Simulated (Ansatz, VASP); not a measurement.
# Two plane-wave programs on BN

File INCAR:

```
SYSTEM = BN
PREC = Accurate
ENCUT = 520
EDIFF = 1E-6
ISMEAR = 0
SIGMA = 0.05
LREAL = .False.
LASPH = .True.
NELM = 100
ALGO = Normal
ISIF = 2
LWAVE = .False.
LCHARG = .False.
GGA = PE
IVDW = 12
NBANDS = 11
```

The input KPOINTS:

```
regular mesh
0
Gamma
  12 12 12
  0 0 0
```

Contents of POSCAR:

```
BN
1.0
    1.3512115259      0.7801223382      3.6427691556
   -1.3512115259      0.7801223382      3.6427691556
    0.0000000000     -1.5602446764      3.6427691556
B N
1 1
Direct
    0.9996712000      0.9996712000      0.9996712000
    0.3327618000      0.3327618000      0.3327618000
```

Input for Ansatz:

```yaml
crystal:
  lattice:
    - [1.3512115259, 0.7801223382, 3.6427691556]
    - [-1.3512115259, 0.7801223382, 3.6427691556]
    - [0.0, -1.5602446764, 3.6427691556]
  atoms:
    - { symbol: B, position: [0.9996712, 0.9996712, 0.9996712] }
    - { symbol: "N", position: [0.3327618, 0.3327618, 0.3327618] }
basis:
  ecutwfc: 420
kpoints:
  mp_grid: { grid: [12, 12, 12] }
hamiltonian:
  xc: pbe
  dispersion: d3bj
scf:
  occupations: { method: gaussian, width: 0.05 }
output:
  forces: true
  stress: true
  eigenvalues: true
```

Change from the starting cell: strain +0.080 along x and y, +0.080 along z, atoms carried along.

Alike in both runs: task single point; functional PBE; dispersion D3(BJ); k mesh 12 × 12 × 12; occupations gaussian, width 0.05 eV; no spin polarisation.

```csv
,VASP,Ansatz
version,VASP 6.6.1,Ansatz 0.2.0
potentials or method,"VASP PAW PBE potentials, release 64 (B, N), cutoff 520 eV","scalar-relativistic, plane waves, PAW"
valence electrons in the cell,8,8
```

Ansatz gave:

```
gap on the k mesh at the Fermi level (eV)                     : 3.94
least direct gap on the mesh (eV)                             : 4.10
pressure (GPa)                                                : -35.5
traceless stress, the component that is largest in VASP (GPa) : 34.40
rms of the force components (eV/Å)                            : 0.008
```

Question: Which values does VASP return?

Answer: gap on the k mesh at the Fermi level (eV): 3.94; least direct gap on the mesh (eV): 4.10; pressure (GPa): -35.5; traceless stress, the component that is largest in VASP (GPa): 34.32; rms of the force components (eV/Å): 0.008.

Atom by atom the forces differ by 0.000 eV/Å (rms over components). Both programs put the cell under strong tension, so it lies far from rest at this level.

Noted on VASP's run: the cell as given lies far from equilibrium.
